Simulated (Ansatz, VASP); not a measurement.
**Ga2C3N6 in VASP and in Ansatz**

Contents of INCAR:

```
SYSTEM = Ga2C3N6
ALGO = Normal
EDIFF = 1E-8
ENCUT = 520
GGA = PE
ISIF = 2
ISMEAR = -1
LASPH = .TRUE.
LCHARG = .FALSE.
LEFG = .TRUE.
LREAL = Auto
LWAVE = .FALSE.
NBANDS = 85
NELM = 100
PREC = Accurate
SIGMA = 0.02
```

The input KPOINTS:

```
k-points
0
G
  6 6 6
  0 0 0
```

The input POSCAR:

```
Ga2C3N6
1.0
    2.8435002006      1.6416956063      9.3359842943
   -2.8435002006      1.6416956063      9.3359842943
    0.0000000000     -3.2833912126      9.3359842943
Ga C N
4 6 12
Direct
    0.6637320000      0.6637320000      0.6637320000
    0.1637320000      0.1637320000      0.1637320000
    0.3362680000      0.3362680000      0.3362680000
    0.8362680000      0.8362680000      0.8362680000
    0.2500000000      0.9411485000      0.5588515000
    0.9411485000      0.5588515000      0.2500000000
    0.5588515000      0.2500000000      0.9411485000
    0.4411485000      0.7500000000      0.0588515000
    0.7500000000      0.0588515000      0.4411485000
    0.0588515000      0.4411485000      0.7500000000
    0.3506670000      0.9610280000      0.5663160000
    0.9610280000      0.5663160000      0.3506670000
    0.5663160000      0.3506670000      0.9610280000
    0.4610280000      0.8506670000      0.0663160000
    0.8506670000      0.0663160000      0.4610280000
    0.0663160000      0.4610280000      0.8506670000
    0.6493330000      0.0389720000      0.4336840000
    0.0389720000      0.4336840000      0.6493330000
    0.4336840000      0.6493330000      0.0389720000
    0.5389720000      0.1493330000      0.9336840000
    0.1493330000      0.9336840000      0.5389720000
    0.9336840000      0.5389720000      0.1493330000
```

Input for Ansatz:

```yaml
crystal:
  lattice:
    - [2.8435002006, 1.6416956063, 9.3359842943]
    - [-2.8435002006, 1.6416956063, 9.3359842943]
    - [0.0, -3.2833912126, 9.3359842943]
  atoms:
    - { symbol: Ga, position: [0.663732, 0.663732, 0.663732] }
    - { symbol: Ga, position: [0.163732, 0.163732, 0.163732] }
    - { symbol: Ga, position: [0.336268, 0.336268, 0.336268] }
    - { symbol: Ga, position: [0.836268, 0.836268, 0.836268] }
    - { symbol: C, position: [0.25, 0.9411485, 0.5588515] }
    - { symbol: C, position: [0.9411485, 0.5588515, 0.25] }
    - { symbol: C, position: [0.5588515, 0.25, 0.9411485] }
    - { symbol: C, position: [0.4411485, 0.75, 0.0588515] }
    - { symbol: C, position: [0.75, 0.0588515, 0.4411485] }
    - { symbol: C, position: [0.0588515, 0.4411485, 0.75] }
    - { symbol: "N", position: [0.350667, 0.961028, 0.566316] }
    - { symbol: "N", position: [0.961028, 0.566316, 0.350667] }
    - { symbol: "N", position: [0.566316, 0.350667, 0.961028] }
    - { symbol: "N", position: [0.461028, 0.850667, 0.066316] }
    - { symbol: "N", position: [0.850667, 0.066316, 0.461028] }
    - { symbol: "N", position: [0.066316, 0.461028, 0.850667] }
    - { symbol: "N", position: [0.649333, 0.038972, 0.433684] }
    - { symbol: "N", position: [0.038972, 0.433684, 0.649333] }
    - { symbol: "N", position: [0.433684, 0.649333, 0.038972] }
    - { symbol: "N", position: [0.538972, 0.149333, 0.933684] }
    - { symbol: "N", position: [0.149333, 0.933684, 0.538972] }
    - { symbol: "N", position: [0.933684, 0.538972, 0.149333] }
kpoints:
  mp_grid: { grid: [6, 6, 6] }
scf:
  occupations: { method: fermi_dirac, width: 0.02 }
hamiltonian:
  xc: pbe
  pseudopotentials: { kind: paw }
output:
  forces: true
  stress: true
  populations: true
  efg:
    quadrupole_moments_barn: { Ga: 0.107, "N": 0.02044 }
    contact_densities: true
```

Alike in both runs: task electric field gradients; functional PBE; k mesh 6 × 6 × 6; occupations fermi-dirac, width 0.02 eV; no spin polarisation.

|  | VASP | Ansatz |
| --- | --- | --- |
| version | VASP 6.6.1 | Ansatz 0.2.0 |
| potentials or method | VASP PAW PBE potentials, release 64 (Ga_d, C, N) | plane-wave PAW, scalar-relativistic |
| plane-wave cutoff (eV) | 520 | 420 |
| valence electrons in the cell | 136 | 136 |

```csv
,VASP,Ansatz,Ansatz less VASP
gap on the k mesh at the Fermi level (eV),1.88,1.89,+0.005
pressure (GPa),0.2,-0.1,-0.33
"traceless stress, the component that is largest in VASP (GPa)",0.15,-0.48,-0.630
rms of the force components (eV/Å),0.002,0.035,+0.0328
size of Vzz on the site where it differs most (V/Å²),53.7,34.5,-19.15
```

Atom by atom the forces differ by 0.035 eV/Å (rms over components). The functional is the same, so the differences come from potentials, cutoffs and numerics.

Noted on VASP's run: the standard files for N, O and F lose accuracy on very short bonds.
